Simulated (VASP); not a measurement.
# Sb (Pm-3m) in VASP: a series of runs

Runs on Sb. Level: PBE. Tasks: electric field gradients.

Program: VASP 6.6.1. These are calculated values, not measurements. Logs are shortened: lines on timing, memory, paths and dates and some standing lists are left out, and cuts for length are marked.

## 1. The cell of the first run

It takes space group Pm-3m (No. 221, cubic). The conventional cell has a = 3.222 Å, b = 3.222 Å, c = 3.222 Å, α = 90.00°, β = 90.00°, γ = 90.00°. Within 4.2 Å of Sb (site symmetry m-3m) lie 6 Sb at 3.22 Å.

## 2. Electric field gradients, PBE (volume scaled by 1.06)

The input, INCAR:

```
PREC = Accurate ; ENCUT = 400
EDIFF = 1E-8 ; ISMEAR = -1
SIGMA = 0.08 ; LREAL = F
LASPH = T ; NELM = 120
ALGO = Normal ; ISIF = 2
LWAVE = F ; LCHARG = F
GGA = PE ; LEFG = T
NBANDS = 8 ; GGA_COMPAT = F
```

The input, KPOINTS:

```
Automatic mesh
0
Gamma
  12 12 12
```

The input, POSCAR:

```
Sb
1.0
    3.2219765188      0.0000000000      0.0000000000
    0.0000000000      3.2219765188      0.0000000000
    0.0000000000      0.0000000000      3.2219765188
Sb
1
Direct
    0.0000000000      0.0000000000      0.0000000000
```

Potentials or basis: VASP PAW PBE potentials, release 64 (Sb).

Launch:

```sh
cat potpaw_PBE.64/Sb/POTCAR > POTCAR
mpirun -np 1 vasp_std > vasp.out
```

OUTCAR:

```text
PREC = Accurate
   ENCUT = 400
   EDIFF = 1E-8
   ISMEAR = -1
   LREAL = F
   LASPH = T
   NELM = 120
   ISIF = 2
   GGA = PE

 ion  position               nearest neighbor table
   1  0.000  0.000  0.000-

  LATTYP: Found a simple cubic cell.
 ALAT       =     3.2219765188

  Lattice vectors:

 A1 = (   3.2219765188,   0.0000000000,   0.0000000000)
 A2 = (   0.0000000000,   3.2219765188,   0.0000000000)
 A3 = (   0.0000000000,   0.0000000000,   3.2219765188)

Analysis of symmetry for initial positions (statically):
=====================================================================
 Subroutine PRICEL returns:
 Original cell was already a primitive cell.

 Routine SETGRP: Setting up the symmetry group for a
 simple cubic supercell.

 Subroutine GETGRP returns: Found 48 space group operations
 (whereof 48 operations were pure point group operations)
 out of a pool of 48 trial point group operations.

The static configuration has the point symmetry O_h .

Analysis of symmetry for dynamics (positions and initial velocities):
=====================================================================
 Subroutine PRICEL returns:
 Original cell was already a primitive cell.

 Routine SETGRP: Setting up the symmetry group for a
 simple cubic supercell.

 Subroutine GETGRP returns: Found 48 space group operations
 (whereof 48 operations were pure point group operations)
 out of a pool of 48 trial point group operations.

The dynamic configuration has the point symmetry O_h .

 Subroutine INISYM returns: Found 48 space group operations
 (whereof 48 operations are pure point group operations),
 and found     1 'primitive' translations

----------------------------------------------------------------------------------------

                                     Primitive cell

  volume of cell :      33.4478

  direct lattice vectors                    reciprocal lattice vectors
     3.221976519  0.000000000  0.000000000     0.310368494  0.000000000  0.000000000
     0.000000000  3.221976519  0.000000000     0.000000000  0.310368494  0.000000000
     0.000000000  0.000000000  3.221976519     0.000000000  0.000000000  0.310368494

  length of vectors
     3.221976519  3.221976519  3.221976519     0.310368494  0.310368494  0.310368494

  position of ions in fractional coordinates (direct lattice)
[... 110 lines left out ...]
  volume of cell :       33.45
 maximum number of plane-waves:       627
 NGX is ok and might be reduce to    24
   NGX = 11   NGY = 11   NGZ = 11

 number of electron       5.0000000 magnetization

 Free energy of the ion-electron system (eV)
  ---------------------------------------------------
  ext. energy  EPLUGINS =         0.00000000
  ---------------------------------------------------
  free energy    TOTEN  =        -4.03487359 eV

  energy without entropy =       -4.01875353  energy(sigma->0) =       -4.02681356

 E-fermi :   5.8240     XC(G=0):  -9.1428

 val. band max:        5.8196017204   @ k =   0.4167   0.2500   0.0833
 cond. band min:       5.8684861153   @ k =   0.1667   0.0000   0.0000
 fundamental gap:      0.0488843949
 Fermi energy:         5.8239876601

 k-point     1 :       0.0000    0.0000    0.0000
  band No.  band energies     occupation
      1      -5.7944      2.00000
      2       8.7456      0.00000
      3       8.7456      0.00000
      4       8.7456      0.00000
      5      12.5887      0.00000
      6      12.5887      0.00000
      7      13.3573      0.00000
      8      22.7502      0.00000
[... 243 lines left out ...]
 k-point    24 :       0.4167    0.3333    0.0000
  band No.  band energies     occupation
      1      -2.6888      2.00000
      2       2.5740      2.00000
      3       4.1726      2.00000
      4      10.0698      0.00000
      5      11.3752      0.00000
      6      16.0863      0.00000
      7      18.2191      0.00000
      8      18.5299      0.00000

 [... further k-points ...]
[... 5 lines left out ...]
  --------------------------------------------------------------------------------------
  -------------------------------------------------------------------------------------
  Total       -0.9307474     -0.9307474     -0.9307474      0.0000000     -0.0000000      0.0000000
  in kB      -44.5836174    -44.5836174    -44.5836174      0.0000000     -0.0000000      0.0000000
  external PRESSURE =     -44.5836174 kB  Pullay stress =       0.0000000 kB

 VOLUME and BASIS-vectors are now :
 -----------------------------------------------------------------------------
  energy-cutoff  :      400.00
  volume of cell :       33.45
      direct lattice vectors                 reciprocal lattice vectors
     3.221976519  0.000000000  0.000000000     0.310368494  0.000000000  0.000000000
     0.000000000  3.221976519  0.000000000     0.000000000  0.310368494  0.000000000
     0.000000000  0.000000000  3.221976519     0.000000000  0.000000000  0.310368494

 POSITION                                       TOTAL-FORCE (eV/Angst)
 -----------------------------------------------------------------------------------
      0.00000      0.00000      0.00000         0.000000      0.000000      0.000000
 -----------------------------------------------------------------------------------
    total drift:                               -0.000000     -0.000000      0.000000

  FREE ENERGIE OF THE ION-ELECTRON SYSTEM (eV)
  ---------------------------------------------------
  free  energy   TOTEN  =        -4.0348735936 eV

  energy  without entropy=       -4.0187535325  energy(sigma->0) =       -4.02681356

 Electric field gradients (V/A^2)
---------------------------------------------------------------------
 ion       V_xx      V_yy      V_zz      V_xy      V_xz      V_yz
---------------------------------------------------------------------
   1      -0.000     0.000     0.000     0.000    -0.000     0.000
---------------------------------------------------------------------

 Electric field gradients after diagonalization (V/A^2)
 (convention: |V_zz| > |V_xx| > |V_yy|)
----------------------------------------------------------------------
 ion       V_xx      V_yy      V_zz     asymmetry (V_yy - V_xx)/ V_zz
----------------------------------------------------------------------
   1       0.000    -0.000     0.000      -0.267
----------------------------------------------------------------------

           NMR quadrupolar parameters

 Cq : quadrupolar parameter    Cq=e*Q*V_zz/h
 eta: asymmetry parameters     (V_yy - V_xx)/ V_zz
 Q  : nuclear electric quadrupole moment in mb (millibarn)
----------------------------------------------------------------------
 ion       Cq(MHz)       eta       Q (mb)
----------------------------------------------------------------------
   1       0.000      -0.267       1.000
----------------------------------------------------------------------
```

OSZICAR:

```text
N       E                     dE             d eps       ncg     rms          rms(c)
DAV:   1     0.299167385294E+01    0.29917E+01   -0.13060E+03  1344   0.310E+02
DAV:   2    -0.394533870378E+01   -0.69370E+01   -0.67006E+01  1928   0.442E+01
DAV:   3    -0.402985995788E+01   -0.84521E-01   -0.84219E-01  1512   0.545E+00
DAV:   4    -0.403023855632E+01   -0.37860E-03   -0.37859E-03  2088   0.438E-01
DAV:   5    -0.403024005759E+01   -0.15013E-05   -0.15012E-05  1704   0.174E-02    0.158E+00
DAV:   6    -0.403287297309E+01   -0.26329E-02   -0.15810E-03  1616   0.225E-01    0.925E-01
DAV:   7    -0.403481204474E+01   -0.19391E-02   -0.35724E-03  1488   0.335E-01    0.809E-02
DAV:   8    -0.403486989307E+01   -0.57848E-04   -0.11290E-04  1720   0.690E-02    0.964E-03
DAV:   9    -0.403487325543E+01   -0.33624E-05   -0.29644E-06  1864   0.107E-02    0.268E-03
DAV:  10    -0.403487344560E+01   -0.19017E-06   -0.13816E-06  1640   0.596E-03    0.553E-04
DAV:  11    -0.403487353630E+01   -0.90698E-07   -0.15868E-08  1712   0.761E-04    0.201E-04
DAV:  12    -0.403487357200E+01   -0.35699E-07   -0.12082E-08  1592   0.611E-04    0.234E-04
DAV:  13    -0.403487359807E+01   -0.26069E-07   -0.15623E-10   896   0.789E-05    0.340E-05
DAV:  14    -0.403487359359E+01    0.44816E-08   -0.96010E-12   856   0.242E-05
   1 F= -.40348736E+01 E0= -.40268136E+01  d E =-.161201E-01
```

stdout:

```text
POSCAR found type information on POSCAR Sb
 POSCAR found :  1 types and       1 ions
 scaLAPACK will be used
 LDA part: xc-table for (Slater+PW92), standard interpolation
 POSCAR, INCAR and KPOINTS ok, starting setup
 FFT: planning ... GRIDC
 FFT: planning ... GRID_SOFT
 FFT: planning ... GRID
 WAVECAR not read
 entering main loop
ion   1
```

It took 9.4 s on 1 thread of AMD EPYC 9R45 (Zen 5), shared host; peak memory 0.11 GiB.

What came out:

```yaml
Free_energy: -4.0349 eV
Pressure: -4.5 GPa
```

Caveat: without QUAD_EFG the Cq values of the log hold for a quadrupole moment of 1 mb, not for the nuclei; spin-orbit coupling is left out, which moves the levels of the heavy elements.

## 3. Electric field gradients, PBE (volume scaled by 0.9405)

The input, INCAR:

```
PREC = Accurate ; ENCUT = 520
EDIFF = 1E-8 ; ISMEAR = -1
SIGMA = 0.08 ; LREAL = False
LASPH = True ; NELM = 80
ALGO = Normal ; ISIF = 2
LWAVE = False ; LCHARG = False
GGA = PE ; LEFG = True
NBANDS = 8
```

The input, KPOINTS:

```
regular mesh
0
Gamma
  12 12 12
```

The input, POSCAR:

```
Sb
1.0
    3.0960408524      0.0000000000      0.0000000000
    0.0000000000      3.0960408524      0.0000000000
    0.0000000000      0.0000000000      3.0960408524
Sb
1
Direct
    0.0000000000      0.0000000000      0.0000000000
```

Potentials or basis: VASP PAW PBE potentials, release 64 (Sb).

Launch:

```sh
cat potpaw_PBE.64/Sb/POTCAR > POTCAR
mpirun -np 1 vasp_std > vasp.out
```

OUTCAR:

```text
PREC = Accurate
   ENCUT = 520
   EDIFF = 1E-8
   ISMEAR = -1
   LREAL = False
   LASPH = True
   NELM = 80
   ISIF = 2
   GGA = PE

 ion  position               nearest neighbor table
   1  0.000  0.000  0.000-

  LATTYP: Found a simple cubic cell.
 ALAT       =     3.0960408524

  Lattice vectors:

 A1 = (   3.0960408524,   0.0000000000,   0.0000000000)
 A2 = (   0.0000000000,   3.0960408524,   0.0000000000)
 A3 = (   0.0000000000,   0.0000000000,   3.0960408524)

Analysis of symmetry for initial positions (statically):
=====================================================================
 Subroutine PRICEL returns:
 Original cell was already a primitive cell.

 Routine SETGRP: Setting up the symmetry group for a
 simple cubic supercell.

[... 444 lines left out ...]
  in kB        7.9980770      7.9980770      7.9980770      0.0000000     -0.0000000      0.0000000
  external PRESSURE =       7.9980770 kB  Pullay stress =       0.0000000 kB

 VOLUME and BASIS-vectors are now :
 -----------------------------------------------------------------------------
  energy-cutoff  :      520.00
  volume of cell :       29.68
      direct lattice vectors                 reciprocal lattice vectors
     3.096040852  0.000000000  0.000000000     0.322993154  0.000000000  0.000000000
     0.000000000  3.096040852  0.000000000     0.000000000  0.322993154  0.000000000
     0.000000000  0.000000000  3.096040852     0.000000000  0.000000000  0.322993154

 POSITION                                       TOTAL-FORCE (eV/Angst)
 -----------------------------------------------------------------------------------
      0.00000      0.00000      0.00000         0.000000      0.000000      0.000000
 -----------------------------------------------------------------------------------
    total drift:                               -0.000000      0.000000      0.000000

  FREE ENERGIE OF THE ION-ELECTRON SYSTEM (eV)
  ---------------------------------------------------
  free  energy   TOTEN  =        -4.0848276147 eV

  energy  without entropy=       -4.0697913740  energy(sigma->0) =       -4.07730949

 Electric field gradients (V/A^2)
---------------------------------------------------------------------
 ion       V_xx      V_yy      V_zz      V_xy      V_xz      V_yz
---------------------------------------------------------------------
   1      -0.000     0.000     0.000     0.000     0.000    -0.000
---------------------------------------------------------------------

 Electric field gradients after diagonalization (V/A^2)
 (convention: |V_zz| > |V_xx| > |V_yy|)
----------------------------------------------------------------------
 ion       V_xx      V_yy      V_zz     asymmetry (V_yy - V_xx)/ V_zz
----------------------------------------------------------------------
   1       0.000    -0.000     0.000      -0.700
----------------------------------------------------------------------

           NMR quadrupolar parameters

 Cq : quadrupolar parameter    Cq=e*Q*V_zz/h
 eta: asymmetry parameters     (V_yy - V_xx)/ V_zz
 Q  : nuclear electric quadrupole moment in mb (millibarn)
----------------------------------------------------------------------
 ion       Cq(MHz)       eta       Q (mb)
----------------------------------------------------------------------
   1       0.000      -0.700       1.000
----------------------------------------------------------------------
```

stdout:

```text
POSCAR found type information on POSCAR Sb
 POSCAR found :  1 types and       1 ions
 scaLAPACK will be used
 LDA part: xc-table for (Slater+PW92), standard interpolation
 POSCAR, INCAR and KPOINTS ok, starting setup
 FFT: planning ... GRIDC
 FFT: planning ... GRID_SOFT
 FFT: planning ... GRID
 WAVECAR not read
 entering main loop
ion   1
```

Wall time 14 s (1 thread of Intel Xeon 8259CL, shared host); peak memory 0.15 GiB.

Results:

```
Free energy : -4.0848 eV
Pressure    : 0.8 GPa
```

Caveat: without QUAD_EFG the Cq values of the log hold for a quadrupole moment of 1 mb, not for the nuclei; spin-orbit coupling is left out, which moves the levels of the heavy elements.

(Part 1 of 2 ends here.)
